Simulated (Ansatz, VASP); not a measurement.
**GaN: VASP beside Ansatz**

Contents of INCAR:

```
SYSTEM = GaN
  PREC = Accurate
  ENCUT = 520
  EDIFF = 1E-6
  ISMEAR = 0
  SIGMA = 0.05
  LREAL = .FALSE.
  LASPH = .TRUE.
  NELM = 100
  ALGO = Normal
  ISIF = 2
  LWAVE = .FALSE.
  LCHARG = .FALSE.
  GGA = PE
  NBANDS = 16
```

Contents of KPOINTS:

```
Automatic mesh
0
G
  10 10 10
  0 0 0
```

The input POSCAR:

```
GaN
1.0
    0.0000000000      2.2535006075      2.2535006075
    2.2535006075      0.0000000000      2.2535006075
    2.2535006075      2.2535006075      0.0000000000
Ga N
1 1
Direct
    0.0000000000      0.0000000000      0.0000000000
    0.7225441195      0.7774558805      0.7500000000
```

Input for Ansatz:

```yaml
crystal:
  lattice:
    - [0.0, 2.2535006075, 2.2535006075]
    - [2.2535006075, 0.0, 2.2535006075]
    - [2.2535006075, 2.2535006075, 0.0]
  atoms:
    - { symbol: Ga, position: [0.0, 0.0, 0.0] }
    - { symbol: "N", position: [0.7225441195, 0.7774558805, 0.75] }
basis:
  ecutwfc: 420
kpoints:
  mp_grid: { grid: [10, 10, 10] }
hamiltonian:
  xc: pbe
scf:
  occupations: { method: gaussian, width: 0.05 }
output:
  forces: true
  stress: true
  eigenvalues: true
```

Change from the starting cell: all N atoms moved +0.087 Å, as atom 2 along Cartesian [1 -1 0].

Alike in both runs: task single point; functional PBE; k mesh 10 × 10 × 10; occupations gaussian, width 0.05 eV; no spin polarisation.

|  | VASP | Ansatz |
| --- | --- | --- |
| version | VASP 6.6.1 | Ansatz 0.2.0 |
| potentials or method | VASP PAW PBE potentials, release 64 (Ga_d, N), cutoff 520 eV | scalar-relativistic, plane waves, PAW |
| valence electrons in the cell | 18 | 18 |

VASP gave:

| Property | Result |
| --- | --- |
| gap on the k mesh at the Fermi level (eV) | 1.57 |
| least direct gap on the mesh (eV) | 1.57 |
| pressure (GPa) | 5.8 |
| traceless stress, the component that is largest in VASP (GPa) | -3.74 |
| rms of the force components (eV/Å) | 0.638 |

Question: What did Ansatz give for the same quantities?

Answer: gap on the k mesh at the Fermi level (eV): 1.57; least direct gap on the mesh (eV): 1.57; pressure (GPa): 5.8; traceless stress, the component that is largest in VASP (GPa): -3.83; rms of the force components (eV/Å): 0.648.

Atom by atom the forces differ by 0.010 eV/Å (rms over components). The functional is the same, so the differences come from potentials, cutoffs and numerics.
